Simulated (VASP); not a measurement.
BaTiO3, 5 atoms in the cell. The structure is tetragonal, space group P4/mmm (No. 123). Conventional cell: a = 4.089 Å, b = 4.089 Å, c = 3.895 Å, α = 90.00°, β = 90.00°, γ = 90.00°. Within 3.7 Å of Ba (site symmetry 4/mmm) lie 12 O at 2.82 to 2.89 Å and 8 Ti at 3.49 Å. Within 2.6 Å of Ti (site symmetry 4/mmm) lie 6 O at 1.95 to 2.04 Å. Within 2.7 Å of O (site symmetry mmm) lie 2 Ti at 2.04 Å. O (site symmetry 4/mmm) has 2 Ti at 1.95 Å within 2.6 Å.  This cell differs from its parent crystal: biaxial strain in the a-b plane: +3.0 %, then relaxed in part.

```yaml
Program: VASP 6.6.1
Task: single point
Functional: PBEsol
Potentials_or_basis: VASP PAW PBE potentials, release 64 (Ba_sv, Ti_sv, O)
Cutoff: 520 eV
k_mesh: 8 × 8 × 8
Occupations: gaussian, width 0.02 eV
Spin: no spin polarisation
Dipole_correction: no
Further_INCAR_settings: ALGO = Normal; EDIFF = 1e-06; NBANDS = 28
```

Potentials or basis: VASP PAW PBE potentials, release 64 (Ba_sv, Ti_sv, O).

Command:

```bash
$ cat potpaw_PBE.64/Ba_sv/POTCAR potpaw_PBE.64/Ti_sv/POTCAR potpaw_PBE.64/O/POTCAR > POTCAR
$ mpirun -np 1 vasp_std > vasp.out
```

Hardware: 1 thread of Intel Xeon 8259CL, with other jobs on the host.

Estimate the wall time of this run.

Run time: 2.1 min on 1 thread of Intel Xeon 8259CL, with other jobs on the host, peak memory 0.27 GiB. Counts: scf iterations 15, k points 75.
